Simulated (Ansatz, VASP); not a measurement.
# BaTiO3 in VASP and in Ansatz

File INCAR:

```
SYSTEM = BaTiO3
PREC = Accurate
ENCUT = 520
EDIFF = 1E-7
ISMEAR = -1
SIGMA = 0.05
LREAL = .FALSE.
LASPH = .TRUE.
NELM = 150
ALGO = Normal
ISIF = 2
LWAVE = .FALSE.
LCHARG = .FALSE.
LMAXMIX = 4
LDAU = .TRUE.
LDAUTYPE = 2
LDAUL = -1 2 -1
LDAUU = 0 1 0
LDAUJ = 0 0 0
LDAUPRINT = 1
GGA = PS
NBANDS = 28
```

File KPOINTS:

```
Automatic mesh
0
G
  7 7 7
  0 0 0
```

Contents of POSCAR:

```
BaTiO3
1.0
    3.9855000000      0.0000000000      0.0000000000
    0.0000000000      2.8369000000      2.8451500000
    0.0000000000     -2.8369000000      2.8451500000
Ba Ti O
1 1 3
Direct
    0.0000000000      0.0000000000      0.0000000000
    0.5000000000      0.5124000000      0.5124000000
    0.5000000000      0.9918400000      0.5052400000
    0.5000000000      0.5052400000      0.9918400000
    0.0000000000      0.4874000000      0.4874000000
```

input.yaml

```yaml
crystal:
  lattice:
    - [3.9855, 0.0, 0.0]
    - [0.0, 2.8369, 2.84515]
    - [0.0, -2.8369, 2.84515]
  atoms:
    - { symbol: Ba, position: [0.0, 0.0, 0.0] }
    - { symbol: Ti, position: [0.5, 0.5124, 0.5124] }
    - { symbol: O, position: [0.5, 0.99184, 0.50524] }
    - { symbol: O, position: [0.5, 0.50524, 0.99184] }
    - { symbol: O, position: [0.0, 0.4874, 0.4874] }
hamiltonian:
  xc: pbesol
  pseudopotentials: { kind: paw }
  hubbard: { sites: [{ species: Ti, l: d, u_eff: 1.0 }] }
kpoints:
  mp_grid: { grid: [7, 7, 7] }
  band_path:
    path:
      - [[0.0, 0.0, 0.0], [0.0, 0.4985522663, -0.4985522663], [0.0, 0.0, -0.5], [-0.5, 0.0, -0.5], [-0.5, 0.4985522663, -0.4985522663], [-0.5, 0.0, 0.0], [0.0, 0.0, 0.0], [0.0, -0.5, -0.5], [0.0, -0.4985522663, -0.5014477337], [-0.5, -0.4985522663, -0.5014477337], [-0.5, -0.5, -0.5], [0.0, -0.5, -0.5]]
      - [[-0.5, 0.0, 0.0], [-0.5, -0.5, -0.5]]
    npoints: 14
scf:
  occupations: { method: fermi_dirac, width: 0.05 }
  n_extra_bands: 12
output:
  forces: true
  stress: true
  eigenvalues: true
  fatbands: false
```

Alike in both runs: functional PBEsol; k mesh 7 × 7 × 7; occupations fermi-dirac, width 0.05 eV; no spin polarisation; Hubbard terms Ti d U = 1.0 eV.

|  | VASP | Ansatz |
| --- | --- | --- |
| version | VASP 6.6.1 | Ansatz 0.2.0 |
| potentials or method | VASP PAW PBE potentials, release 64 (Ba_sv, Ti_sv, O) | Ansatz PAW |
| plane-wave cutoff (eV) | 520 | 420 |
| valence electrons in the cell | 40 | 40 |
| task | single point | band structure |

|  | VASP | Ansatz | Ansatz less VASP |
| --- | --- | --- | --- |
| gap on the k mesh at the Fermi level (eV) | 1.98 | 2.04 | +0.056 |
| least direct gap on the mesh (eV) | 2.12 | 2.14 | +0.017 |
| pressure (GPa) | -1.3 | -3.6 | -2.33 |
| traceless stress, the component that is largest in VASP (GPa) | -0.37 | -0.37 | -0.001 |
| rms of the force components (eV/Å) | 0.106 | 0.123 | +0.0169 |

VASP's potentials were made for PBE, not for PBEsol. The programs project onto different local orbitals, so the same U acts differently, and such runs can settle in different states. Atom by atom the forces differ by 0.043 eV/Å (rms over components).

Neither program's run includes spin-orbit coupling. Noted on Ansatz's run: the k mesh misses the band edges, so the gap on the mesh is wider than the one along the path.
